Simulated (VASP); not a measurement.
Runs of VASP 6.6.1 on Ga3Se. The structure is that of space group Pm-3m (No. 221), or close to it. The cells are those of the table. 

| cell | gap on the mesh (eV) | pressure (GPa) |
| --- | --- | --- |
| a = 4.432, b = 4.432, c = 4.344 Å, 4 atoms | none | -1.0 |
| a = 4.432, b = 4.432, c = 4.373 Å, 4 atoms | none | (a) |
| a = 4.432 Å, 4 atoms | none | -1.7 |
| a = 4.432, b = 4.432, c = 4.403 Å, 4 atoms | none | -1.4 |

Alike in all rows: task single point; level r2SCAN; potentials or basis VASP PAW PBE potentials, release 64 (Ga_d, Se); no spin polarisation; k mesh 8 × 8 × 8; cutoff (eV) 520; smearing fermi-dirac 0.05 eV.

Problem. Fill in the values left out.

Solution. (a) -1.2.

Caveats: the PAW data sets were made with another functional, which shifts forces and pressure a little.

A k mesh can miss the band edges, and the runs leave out spin-orbit coupling on Ga, Se.

A gap of «none» marks levels without a gap at the run's occupations.
